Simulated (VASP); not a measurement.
# Sb2Mo (Pn-3m) in VASP: further runs, part 2 of 3

VASP 6.6.1.

## 4. Single point, PBE

This run uses another cell than the first one, of 34.08 Å³/atom, 1.284 times its volume.

INCAR reads:

```
  PREC = Accurate
  ENCUT = 520
  EDIFF = 1E-7
  ISMEAR = 0
  SIGMA = 0.1
  LREAL = False
  LASPH = True
  NELM = 100
  ALGO = Normal
  ISIF = 2
  LWAVE = False
  LCHARG = True
  GGA = PE
  LELF = True
  LVHAR = True
  NBANDS = 33
```

KPOINTS reads:

```
Automatic mesh
0
Gamma
  6 6 6
```

POSCAR reads:

```
Sb2Mo
1.0
    5.8910989918      0.0000000000      0.0000000000
    0.0000000000      5.8910989918      0.0000000000
    0.0000000000      0.0000000000      5.8910989918
Sb Mo
4 2
Direct
    0.2500000000      0.2500000000      0.2500000000
    0.2500000000      0.7500000000      0.7500000000
    0.7500000000      0.7500000000      0.2500000000
    0.7500000000      0.2500000000      0.7500000000
    0.0000000000      0.0000000000      0.0000000000
    0.5000000000      0.5000000000      0.5000000000
```

Potentials or basis: VASP PAW PBE potentials, release 64 (Sb, Mo_sv).

The run is started by

```
$ cat potpaw_PBE.64/Sb/POTCAR potpaw_PBE.64/Mo_sv/POTCAR > POTCAR
$ mpirun -np 1 vasp_std > vasp.out
```

OUTCAR:

```text
PREC = Accurate
   ENCUT = 520
   EDIFF = 1E-7
   ISMEAR = 0
   LREAL = False
   LASPH = True
   NELM = 100
   ISIF = 2
   GGA = PE

 ion  position               nearest neighbor table
   1  0.250  0.250  0.250-   5 2.55   6 2.55
   2  0.250  0.750  0.750-   5 2.55   6 2.55
   3  0.750  0.750  0.250-   5 2.55   6 2.55
   4  0.750  0.250  0.750-   5 2.55   6 2.55
   5  0.000  0.000  0.000-   1 2.55   2 2.55   3 2.55   4 2.55
   6  0.500  0.500  0.500-   1 2.55   2 2.55   3 2.55   4 2.55

  LATTYP: Found a simple cubic cell.
 ALAT       =     5.8910989918

  Lattice vectors:

 A1 = (   5.8910989918,   0.0000000000,   0.0000000000)
 A2 = (   0.0000000000,   5.8910989918,   0.0000000000)
 A3 = (   0.0000000000,   0.0000000000,   5.8910989918)

Analysis of symmetry for initial positions (statically):
=====================================================================
 Subroutine PRICEL returns:
 Original cell was already a primitive cell.

 Routine SETGRP: Setting up the symmetry group for a
 simple cubic supercell.

 Subroutine GETGRP returns: Found 48 space group operations
 (whereof 24 operations were pure point group operations)
 out of a pool of 48 trial point group operations.

The static configuration has the point symmetry T_d .
 The point group associated with its full space group is O_h .

Analysis of symmetry for dynamics (positions and initial velocities):
=====================================================================
 Subroutine PRICEL returns:
 Original cell was already a primitive cell.

 Routine SETGRP: Setting up the symmetry group for a
 simple cubic supercell.

 Subroutine GETGRP returns: Found 48 space group operations
[... 123 lines left out ...]
   EFERMI_NEDOS =   21; number of points for ismear=-14 and -15
   IALGO  =     38    algorithm
   IMIX   =      4    mixing-type and parameters
     AMIX     =   0.40;   BMIX     =  1.00
     AMIX_MAG =   1.60;   BMIX_MAG =  1.00
  volume/ion in A,a.u.               =      34.08       229.95
  Fermi-wavevector in a.u.,A,eV,Ry     =   1.009932  1.908495 13.877442  1.019963
  Thomas-Fermi vector in A             =   2.142891
   LORBIT       =      0    0 simple, 1 ext, 2 COOP (PROOUT), +10 PAW based schemes
   GGA     = PE    functional components
   LHFCALC =     F    Hartree Fock is set to
   AEXX    =    0.0000 exact exchange contribution
   IVDW    =     0    specifies the selected vdW correction
   LEPSILON=     F    determine dielectric tensor
   LRPA    =     F    only Hartree local field effects (RPA)
 non-spin polarized calculation
 Gauss-broadening in eV      SIGMA  =   0.10
  energy-cutoff  :      520.00
  volume of cell :      204.45
 maximum number of plane-waves:      5548
 NGX is ok and might be reduce to    48
   NGX = 21   NGY = 21   NGZ = 21

 number of electron      47.9999992 magnetization

 Free energy of the ion-electron system (eV)
  ---------------------------------------------------
  ext. energy  EPLUGINS =         0.00000000
  ---------------------------------------------------
  free energy    TOTEN  =       -33.14220496 eV

  energy without entropy =      -33.10730667  energy(sigma->0) =      -33.12475582

 E-fermi :   4.4932     XC(G=0):  -8.8944

 val. band max:        4.4773095750   @ k =   0.3333   0.3333   0.1667
 cond. band min:       4.5002945545   @ k =   0.5000   0.3333   0.3333
 fundamental gap:      0.0229849796
 Fermi energy:         4.4931776079

 k-point     1 :       0.0000    0.0000    0.0000
  band No.  band energies     occupation
      1     -56.0852      2.00000
      2     -56.0832      2.00000
      3     -30.2407      2.00000
      4     -30.2407      2.00000
      5     -30.2407      2.00000
      6     -30.2314      2.00000
[... 709 lines left out ...]
     32       8.6258      0.00000
     33       8.6258      0.00000

------------------------ aborting loop because EDIFF is reached ----------------------------------------

  FORCE on cell =-STRESS in cart. coord.  units (eV):
  Direction    XX          YY          ZZ          XY          YZ          ZX
  --------------------------------------------------------------------------------------
  -------------------------------------------------------------------------------------
  Total       -0.2064157     -0.2064157     -0.2064157     -0.0000000      0.0000000     -0.0000000
  in kB       -1.6175749     -1.6175749     -1.6175749     -0.0000000      0.0000000     -0.0000000
  external PRESSURE =      -1.6175749 kB  Pullay stress =       0.0000000 kB

 VOLUME and BASIS-vectors are now :
 -----------------------------------------------------------------------------
  energy-cutoff  :      520.00
  volume of cell :      204.45
      direct lattice vectors                 reciprocal lattice vectors
     5.891098992  0.000000000  0.000000000     0.169747614  0.000000000  0.000000000
     0.000000000  5.891098992  0.000000000     0.000000000  0.169747614  0.000000000
     0.000000000  0.000000000  5.891098992     0.000000000  0.000000000  0.169747614

 POSITION                                       TOTAL-FORCE (eV/Angst)
 -----------------------------------------------------------------------------------
      1.47277      1.47277      1.47277         0.000000     -0.000000     -0.000000
      1.47277      4.41832      4.41832        -0.000000     -0.000000      0.000000
      4.41832      4.41832      1.47277        -0.000000      0.000000     -0.000000
      4.41832      1.47277      4.41832         0.000000     -0.000000      0.000000
      0.00000      0.00000      0.00000        -0.000000      0.000000     -0.000000
      2.94555      2.94555      2.94555         0.000000     -0.000000      0.000000
 -----------------------------------------------------------------------------------
    total drift:                               -0.000000     -0.000000      0.000000

  FREE ENERGIE OF THE ION-ELECTRON SYSTEM (eV)
  ---------------------------------------------------
  free  energy   TOTEN  =       -33.1422049634 eV

  energy  without entropy=      -33.1073066673  energy(sigma->0) =      -33.12475582
```

OSZICAR:

```text
N       E                     dE             d eps       ncg     rms          rms(c)
DAV:   1     0.341117262246E+03    0.34112E+03   -0.21844E+04  1616   0.124E+03
DAV:   2    -0.129093494903E+02   -0.35403E+03   -0.33843E+03  1687   0.293E+02
DAV:   3    -0.335982202888E+02   -0.20689E+02   -0.19531E+02  1600   0.623E+01
DAV:   4    -0.341753742346E+02   -0.57715E+00   -0.56594E+00  1669   0.108E+01
DAV:   5    -0.341900315008E+02   -0.14657E-01   -0.14635E-01  1632   0.169E+00    0.140E+01
DAV:   6    -0.338395940248E+02    0.35044E+00   -0.32511E+00  1376   0.102E+01    0.545E+00
DAV:   7    -0.335211409068E+02    0.31845E+00   -0.25149E+00  1450   0.817E+00    0.666E+00
DAV:   8    -0.331419071851E+02    0.37923E+00   -0.69692E-01  1397   0.503E+00    0.777E-01
DAV:   9    -0.331427919425E+02   -0.88476E-03   -0.84021E-02  1700   0.120E+00    0.646E-01
DAV:  10    -0.331421738346E+02    0.61811E-03   -0.38136E-03  1621   0.404E-01    0.185E-01
DAV:  11    -0.331422126062E+02   -0.38772E-04   -0.36349E-04  1743   0.985E-02    0.451E-02
DAV:  12    -0.331422051302E+02    0.74760E-05   -0.30273E-05  1712   0.281E-02    0.986E-03
DAV:  13    -0.331422051470E+02   -0.16787E-07   -0.38854E-06  1542   0.100E-02    0.288E-03
DAV:  14    -0.331422050295E+02    0.11751E-06   -0.46013E-07  1372   0.290E-03    0.906E-04
DAV:  15    -0.331422049634E+02    0.66035E-07   -0.65125E-09   947   0.483E-04
   1 F= -.33142205E+02 E0= -.33124756E+02  d E =-.348983E-01
```

Run time: 99 s. Hardware: 1 thread of Intel Xeon Platinum 8488C (Sapphire Rapids), shared host; peak memory 0.37 GiB.

What came out:

```yaml
Free_energy: -33.1422 eV
Pressure: -0.2 GPa
Band_gap_on_the_k_mesh: zero (band 24 reaches 4.87 eV, above the bottom of band 25 at 4.35 eV)
```

Levels at points of the mesh, in eV from the Fermi level:
```csv
k point,band 21,band 22,band 23,band 24,band 25,band 26,band 27,band 28
"(0.00, 0.00, 0.00)",-0.21,-0.21,-0.21,0.16,0.16,0.16,0.17,0.17
"(0.50, 0.00, 0.00)",-0.61,-0.61,-0.36,-0.36,0.09,0.09,1.43,1.43
"(0.50, 0.50, 0.00)",-1.16,-1.16,-0.39,-0.39,0.15,0.15,1.80,1.80
"(0.50, 0.50, 0.50)",-1.54,-0.41,-0.41,0.38,0.38,0.38,1.38,1.38
```

Caveat: spin-orbit coupling is left out, which moves the levels of the heavy elements.

(Part 2 of 3 ends here.)
